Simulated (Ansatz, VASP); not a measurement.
ScBSbP3 in VASP and in Ansatz

```
Sc B Sb P
1.0
     4.14457    0.00000    0.00000
     0.00000    4.42705    0.00000
     0.00000    0.00000    6.22512
Sc B Sb P
1 1 1 3
Direct
  0.00000 0.00000 0.00000
  0.00000 0.00000 0.50000
  0.50000 0.00000 0.50000
  0.50000 0.50000 0.70682
  0.50000 0.50000 0.29318
  0.50000 0.50000 0.00000
```

Alike in both runs: task relaxation of cell and atoms; functional PBE; k mesh 4 × 4 × 4; occupations gaussian, width 0.1 eV; no spin polarisation.

|  | VASP | Ansatz |
| --- | --- | --- |
| version | VASP 6.6.1 | Ansatz 0.2.0 |
| potentials or method | VASP PAW PBE potentials, release 64 (Sc_sv, B, Sb, P), cutoff 600 eV | scalar-relativistic, plane waves, PAW |
| valence electrons in the cell | 34 | 44 |

VASP gave:

- gap on the k mesh at the Fermi level, each at its own relaxed structure (eV): none
- relaxed volume (Å³/atom): 22.50
- relaxed cell length with the largest relative difference (Å): 4.232

Which values does Ansatz return?

gap on the k mesh at the Fermi level, each at its own relaxed structure (eV): none; relaxed volume (Å³/atom): 22.45; relaxed cell length with the largest relative difference (Å): 4.220.

A gap of «none» marks a metal or a gap that the smearing closes. VASP's potentials hold 34 valence electrons a cell and Ansatz's 44, so a difference there can come from the potentials and not from the codes.

The k mesh is coarse, so the values compare programs but aren't converged. Spin-orbit coupling is off throughout. Noted on VASP's run: the volume moved by over 15 % at a fixed basis, so the end points are rough.
